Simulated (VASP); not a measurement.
# SnS (Pnma) in VASP: single point with PBE+D3(BJ)

Aim: the single point of SnS with PBE+D3(BJ).

All numbers are computed with VASP 6.6.1; they aren't measurements. Logs are shortened: lines on timing, memory, paths and dates and some standing lists are left out, and cuts for length are marked.

### 1 The cell of the first run

The structure is orthorhombic, space group Pnma (No. 62). Conventional cell: a = 11.054 Å, b = 4.056 Å, c = 4.317 Å, α = 90.00°, β = 90.00°, γ = 90.00°. Within 3.5 Å of Sn (site symmetry m) lie 6 S at 2.61 to 3.39 Å and 2 Sn at 3.48 Å. S (site symmetry m) has 6 Sn at 2.61 to 3.39 Å within 3.4 Å.

### 2 Single point, PBE+D3(BJ)

Input file INCAR:

```
SYSTEM = SnS
ALGO = Normal ; EDIFF = 1E-6
ENCUT = 500 ; GGA = PE
GGA_COMPAT = .FALSE. ; ISIF = 2
ISMEAR = 0 ; IVDW = 12
LASPH = .TRUE. ; LCHARG = .FALSE.
LREAL = .FALSE. ; LWAVE = .FALSE.
NBANDS = 50 ; NELM = 120
PREC = Accurate ; SIGMA = 0.1
```

Input file KPOINTS:

```
k-points
0
G
  2 4 4
  0 0 0
```

Input file POSCAR:

```
SnS
1.0
   11.0538142900      0.0000000000      0.0000000000
    0.0000000000      4.0556464000      0.0000000000
    0.0000000000      0.0000000000      4.3169887700
Sn S
4 4
Direct
    0.1230000000      0.2500000000      0.0910000000
    0.3770000000      0.7500000000      0.5910000000
    0.6230000000      0.2500000000      0.4090000000
    0.8770000000      0.7500000000      0.9090000000
    0.3570000000      0.2500000000      0.0160000000
    0.1430000000      0.7500000000      0.5160000000
    0.8570000000      0.2500000000      0.4840000000
    0.6430000000      0.7500000000      0.9840000000
```

Potentials or basis: VASP PAW PBE potentials, release 64 (Sn_d, S).

The run is started by

```bash
$ cat potpaw_PBE.64/Sn_d/POTCAR potpaw_PBE.64/S/POTCAR > POTCAR
$ mpirun -np 1 vasp_std > vasp.out
```

OUTCAR:

```text
SYSTEM = SnS
   EDIFF = 1E-6
   ENCUT = 500
   GGA = PE
   ISIF = 2
   ISMEAR = 0
   IVDW = 12
   LASPH = .TRUE.
   LREAL = .FALSE.
   NELM = 120
   PREC = Accurate
 IVDW          = 12

 ion  position               nearest neighbor table
   1  0.123  0.250  0.091-   5 2.61   6 2.74   6 2.74   6 3.21   6 3.21   4 3.48   4 3.48
   2  0.377  0.750  0.591-   6 2.61   5 2.74   5 2.74   5 3.21   5 3.21   3 3.48   3 3.48
   3  0.623  0.250  0.409-   7 2.61   8 2.74   8 2.74   8 3.21   8 3.21   2 3.48   2 3.48
   4  0.877  0.750  0.909-   8 2.61   7 2.74   7 2.74   7 3.21   7 3.21   1 3.48   1 3.48
   5  0.357  0.250  0.016-   1 2.61   2 2.74   2 2.74   2 3.21   2 3.21
   6  0.143  0.750  0.516-   2 2.61   1 2.74   1 2.74   1 3.21   1 3.21
   7  0.857  0.250  0.484-   3 2.61   4 2.74   4 2.74   4 3.21   4 3.21
   8  0.643  0.750  0.984-   4 2.61   3 2.74   3 2.74   3 3.21   3 3.21

  LATTYP: Found a simple orthorhombic cell.
 ALAT       =     4.0556464000
 B/A-ratio  =     1.0644391409
 C/A-ratio  =     2.7255369921

  Lattice vectors:

 A1 = (   0.0000000000,   4.0556464000,   0.0000000000)
 A2 = (   0.0000000000,   0.0000000000,   4.3169887700)
 A3 = (  11.0538142900,   0.0000000000,   0.0000000000)

Analysis of symmetry for initial positions (statically):
=====================================================================
 Subroutine PRICEL returns:
 Original cell was already a primitive cell.

 Routine SETGRP: Setting up the symmetry group for a
 simple orthorhombic supercell.

 Subroutine GETGRP returns: Found  8 space group operations
 (whereof  2 operations were pure point group operations)
 out of a pool of  8 trial point group operations.

The static configuration has the point symmetry S_2 .
 The point group associated with its full space group is D_2h.

Analysis of symmetry for dynamics (positions and initial velocities):
=====================================================================
 Subroutine PRICEL returns:
 Original cell was already a primitive cell.

 Routine SETGRP: Setting up the symmetry group for a
 simple orthorhombic supercell.

 Subroutine GETGRP returns: Found  8 space group operations
 (whereof  2 operations were pure point group operations)
 out of a pool of  8 trial point group operations.

The dynamic configuration has the point symmetry S_2 .
 The point group associated with its full space group is D_2h.

 Subroutine INISYM returns: Found  8 space group operations
[... 100 lines left out ...]
   ENCUT  =  500.0 eV  36.75 Ry    6.06 a.u.  20.15  7.39  7.87*2*pi/ulx,y,z
   NELM   =    120;   NELMIN=  2; NELMDL= -5     # of ELM steps
   EDIFF  = 0.1E-05   stopping-criterion for ELM
   LREAL  =      F    real-space projection
[... 7 lines left out ...]
   TEBEG  =    0.0;   TEEND  =   0.0 temperature during run
   PSTRESS=    0.0 pullay stress
   NELECT =      80.0000    total number of electrons
   NUPDOWN=      -1.0000    fix difference up-down
   EMIN   =  10.00;   EMAX   =-10.00  energy-range for DOS
   EFERMI =   0.00;   METHOD = LEGACY
   ISMEAR =     0;   SIGMA  =   0.10  broadening in eV -4-tet -1-fermi 0-gaus
   EFERMI_NEDOS =   21; number of points for ismear=-14 and -15
   IALGO  =     38    algorithm
   IMIX   =      4    mixing-type and parameters
     AMIX     =   0.40;   BMIX     =  1.00
     AMIX_MAG =   1.60;   BMIX_MAG =  1.00
  volume/ion in A,a.u.               =      24.19       163.25
  Fermi-wavevector in a.u.,A,eV,Ry     =   1.219515  2.304549 20.234810  1.487217
  Thomas-Fermi vector in A             =   2.354764
   LORBIT       =      0    0 simple, 1 ext, 2 COOP (PROOUT), +10 PAW based schemes
   GGA     = PE    functional components
   LHFCALC =     F    Hartree Fock is set to
   AEXX    =    0.0000 exact exchange contribution
   IVDW    =    12    specifies the selected vdW correction
   LEPSILON=     F    determine dielectric tensor
   LRPA    =     F    only Hartree local field effects (RPA)
 non-spin polarized calculation
 Gauss-broadening in eV      SIGMA  =   0.10
  energy-cutoff  :      500.00
  volume of cell :      193.53
 maximum number of plane-waves:      4956
 NGX is ok and might be reduce to    84
   NGX = 41   NGY = 15   NGZ = 15

 number of electron      80.0000016 magnetization

 Free energy of the ion-electron system (eV)
  ---------------------------------------------------
  ext. energy  EPLUGINS =         0.00000000
  ---------------------------------------------------
  free energy    TOTEN  =       -35.36533580 eV

  energy without entropy =      -35.36533580  energy(sigma->0) =      -35.36533580

 E-fermi :   6.6047     XC(G=0):  -9.8695

 val. band max:        6.1039888654   @ k =   0.5000   0.0000   0.5000
 cond. band min:       7.2594897055   @ k =   0.0000   0.5000   0.0000
 fundamental gap:      1.1555008401
 Fermi energy:         6.6046991718

 k-point     1 :       0.0000    0.0000    0.0000
  band No.  band energies     occupation
      1     -15.1064      2.00000
      2     -15.0948      2.00000
      3     -15.0906      2.00000
      4     -15.0869      2.00000
      5     -15.0837      2.00000
      6     -15.0765      2.00000
[... 943 lines left out ...]
     49      12.2581      0.00000
     50      12.2581      0.00000

------------------------ aborting loop because EDIFF is reached ----------------------------------------

 Edisp (eV)   -2.72514

 E8    (eV) :    -1.1801

  FORCE on cell =-STRESS in cart. coord.  units (eV):
  Direction    XX          YY          ZZ          XY          YZ          ZX
  --------------------------------------------------------------------------------------
  -------------------------------------------------------------------------------------
  Total       0.90467    -2.12287    -2.98468     0.00000     0.00000     0.00000
  in kB       7.48944   -17.57441   -24.70902     0.00000     0.00000     0.00000
  external pressure =      -11.60 kB  Pullay stress =        0.00 kB

 VOLUME and BASIS-vectors are now :
 -----------------------------------------------------------------------------
  energy-cutoff  :      500.00
  volume of cell :      193.53
      direct lattice vectors                 reciprocal lattice vectors
    11.053814290  0.000000000  0.000000000     0.090466510  0.000000000  0.000000000
     0.000000000  4.055646400  0.000000000     0.000000000  0.246569819  0.000000000
     0.000000000  0.000000000  4.316988770     0.000000000  0.000000000  0.231642947

 POSITION                                       TOTAL-FORCE (eV/Angst)
 -----------------------------------------------------------------------------------
      1.35962      1.01391      0.39285        -0.042388      0.000000      0.157926
      4.16729      3.04173      2.55134         0.042388     -0.000000      0.157926
      6.88653      1.01391      1.76565        -0.042388     -0.000000     -0.157926
      9.69420      3.04173      3.92414         0.042388      0.000000     -0.157926
      3.94621      1.01391      0.06907        -0.045437     -0.000000     -0.132180
      1.58070      3.04173      2.22757         0.045437     -0.000000     -0.132180
      9.47312      1.01391      2.08942        -0.045437     -0.000000      0.132180
      7.10760      3.04173      4.24792         0.045437      0.000000      0.132180
 -----------------------------------------------------------------------------------
    total drift:                                0.000000      0.000000     -0.000000

  FREE ENERGIE OF THE ION-ELECTRON SYSTEM (eV)
  ---------------------------------------------------
  free  energy   TOTEN  =       -38.0904800153 eV

  energy  without entropy=      -38.0904800153  energy(sigma->0) =      -38.09048002
```

It took 5.4 min on 1 thread of Intel Xeon 8259CL, shared host; peak memory 0.33 GiB.

Results:

- Free energy: -38.0905 eV
- Pressure: -1.2 GPa
- Largest force: 0.164 eV/Å
- Band gap on the k mesh: 1.16 eV (least direct gap 1.30 eV)
- Dispersion energy per atom: -0.341 eV

Forces in eV/Å, atoms in the order of the input:
```
Sn  -0.042  0.000  0.158
Sn   0.042  0.000  0.158
Sn  -0.042  0.000 -0.158
Sn   0.042  0.000 -0.158
S   -0.045  0.000 -0.132
S    0.045  0.000 -0.132
S   -0.045  0.000  0.132
S    0.045  0.000  0.132
```

Levels at points of the mesh, in eV from the valence-band top:
```tsv
k point	band 37	band 38	band 39	band 40	band 41	band 42	band 43	band 44
(0.00, 0.00, 0.00)	-1.71	-1.08	-0.84	-0.61	1.17	3.31	3.33	3.34
(0.50, 0.00, 0.00)	-1.97	-1.97	-0.70	-0.70	2.90	2.90	3.17	3.17
(0.00, 0.50, 0.00)	-0.93	-0.93	-0.63	-0.63	1.16	1.16	1.72	1.72
(0.50, 0.50, 0.00)	-0.89	-0.89	-0.89	-0.89	1.64	1.64	1.64	1.64
(0.00, 0.00, 0.50)	-0.70	-0.70	-0.05	-0.05	1.57	1.57	1.89	1.89
(0.50, 0.00, 0.50)	-0.55	-0.55	0.00	0.00	1.53	1.53	1.87	1.87
(0.00, 0.50, 0.50)	-2.23	-2.23	-1.51	-1.51	3.08	3.08	3.16	3.16
(0.50, 0.50, 0.50)	-1.54	-1.54	-1.54	-1.54	2.90	2.90	2.90	2.90
```

Caveat: spin-orbit coupling is left out, which moves the levels of the heavy elements. A k mesh can miss the band edges.
